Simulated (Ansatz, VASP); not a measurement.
**One calculation of Ti, two programs**

```
Ti
1.0
     2.86397    0.00000    0.00000
    -1.43199    2.48027    0.00000
     0.00000    0.00000   24.06947
Ti
5
Cartesian
  0.0000 1.6535 7.6102
  1.4320 0.8268 9.7165
  0.0000 1.6535 12.0347
  1.4320 0.8268 14.3529
  0.0000 1.6535 16.4592
```

Alike in both runs: functional LDA; k mesh 12 × 12 × 1; occupations gaussian, width 0.1 eV; no spin polarisation.

Ansatz relaxed the structure, and its values are those at the end. VASP's run is a single point on that final structure, the one shown.

|  | VASP | Ansatz |
| --- | --- | --- |
| version | VASP 6.6.1 | Ansatz 0.2.0 |
| potentials or method | VASP PAW LDA potentials, release 64 (Ti_sv), cutoff 400 eV | scalar-relativistic, plane waves, PAW |
| valence electrons in the cell | 60 | 60 |

|  | VASP | Ansatz | Ansatz less VASP |
| --- | --- | --- | --- |
| gap on the k mesh at the Fermi level (eV) | none | none | - |
| rms of the force components (eV/Å) | 0.008 | 0.002 | -0.0061 |

LDA's correlation is that of Perdew and Zunger in VASP and of Perdew and Wang (1992) in Ansatz. A gap of «none» marks a metal or a gap that the smearing closes. Ansatz's warnings: xc potential rough in thin density.
